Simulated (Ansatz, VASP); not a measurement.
**Two plane-wave programs on PbF2**

```xyz
3
Lattice="0.0000 2.9990 2.9990 2.9990 0.0000 2.9990 2.9990 2.9990 0.0000" Properties=species:S:1:pos:R:3 pbc="T T T"
Pb    0.0000    0.0000    0.0000
F     1.4995    1.4995    1.4995
F     4.4985    4.4985    4.4985
```

Alike in both runs: task single point; functional PBE; k mesh 8 × 8 × 8; occupations tetrahedron; non-collinear spin, spin-orbit coupling.

```csv
,VASP,Ansatz
version,VASP 6.6.1,Ansatz 0.2.0
potentials or method,"VASP PAW PBE potentials, release 64 (Pb_d, F), cutoff 520 eV","plane waves, PAW"
valence electrons in the cell,28,28
```

|  | VASP | Ansatz | Ansatz less VASP |
| --- | --- | --- | --- |
| pressure (GPa) | -0.2 | 0.0 | +0.19 |
| net moment per atom (μB) | 0.00 | 0.00 | 0.000 |

The functional is the same, so the differences come from potentials, cutoffs and numerics. Ansatz's warnings: band table not solved further, tetrahedron derivatives may miss energy slope.
